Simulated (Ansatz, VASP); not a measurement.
**Two plane-wave programs on BiPbCl5**

Contents of INCAR:

```
SYSTEM = BiPbCl5
PREC     = Accurate       ! precision mode
ENCUT    = 520            ! plane-wave cutoff, eV
EDIFF    = 1E-7           ! SCF threshold, eV
ISMEAR   = 0              ! smearing method
SIGMA    = 0.1            ! smearing width, eV
LREAL    = .FALSE.        ! projectors in reciprocal space
LASPH    = .TRUE.         ! aspherical terms in the spheres
NELM     = 100            ! most SCF steps
ALGO     = Normal         ! electronic algorithm
ISIF     = 2              ! what is computed and relaxed
LWAVE    = .FALSE.        ! write WAVECAR
LCHARG   = .FALSE.        ! write CHGCAR
GGA      = PE             ! functional
NBANDS   = 41             ! bands
```

Contents of KPOINTS:

```
regular mesh
0
G
  4 4 2
  0 0 0
```

File POSCAR:

```
BiPbCl5
1.0
    4.3495149510      0.0000000000      0.0000000000
   -0.0572942183      6.0513825041      0.0000000000
   -0.0035412820     -0.4245050616      9.1241438285
Bi Pb Cl
1 1 5
Direct
    0.0008967510      0.7769424177      0.4875931233
    0.4981269011      0.8203867581      0.9298202045
    0.9975485434      0.3885611237      0.3830693529
    0.9970878417      0.5721503184      0.7460856698
    0.5005212353      0.8417950502      0.2973785193
    0.5021234404      0.0074529181      0.6574865210
    0.0036952872      0.0927114137      0.9985666092
```

Input for Ansatz:

```yaml
crystal:
  lattice:
    - [4.349514951, 0.0, 0.0]
    - [-0.0572942183, 6.0513825041, 0.0]
    - [-0.003541282, -0.4245050616, 9.1241438285]
  atoms:
    - { symbol: Bi, position: [0.000896751, 0.7769424177, 0.4875931233] }
    - { symbol: Pb, position: [0.4981269011, 0.8203867581, 0.9298202045] }
    - { symbol: Cl, position: [0.9975485434, 0.3885611237, 0.3830693529] }
    - { symbol: Cl, position: [0.9970878417, 0.5721503184, 0.7460856698] }
    - { symbol: Cl, position: [0.5005212353, 0.8417950502, 0.2973785193] }
    - { symbol: Cl, position: [0.5021234404, 0.0074529181, 0.657486521] }
    - { symbol: Cl, position: [0.0036952872, 0.0927114137, 0.9985666092] }
basis:
  ecutwfc: 420
kpoints:
  mp_grid: { grid: [4, 4, 2] }
hamiltonian:
  xc: pbe
scf:
  occupations: { method: gaussian, width: 0.1 }
  lower_state_search: "off"
output:
  forces: true
  stress: true
  eigenvalues: true
```

Change from the starting cell: the structure that the rattled cell fell into.

Alike in both runs: task single point; functional PBE; k mesh 4 × 4 × 2; occupations gaussian, width 0.1 eV; no spin polarisation.

|  | VASP | Ansatz |
| --- | --- | --- |
| version | VASP 6.6.1 | Ansatz 0.2.0 |
| potentials or method | VASP PAW PBE potentials, release 64 (Bi_d, Pb_d, Cl), cutoff 520 eV | scalar-relativistic, plane waves, PAW |
| valence electrons in the cell | 64 | 64 |

|  | VASP | Ansatz | Ansatz less VASP |
| --- | --- | --- | --- |
| gap on the k mesh at the Fermi level (eV) | 3.24 | 3.24 | -0.008 |
| least direct gap on the mesh (eV) | 3.30 | 3.30 | -0.006 |
| pressure (GPa) | -0.1 | 0.0 | +0.07 |
| rms of the force components (eV/Å) | 0.013 | 0.014 | +0.0008 |

Atom by atom the forces differ by 0.002 eV/Å (rms over components).

Spin-orbit coupling is off throughout.
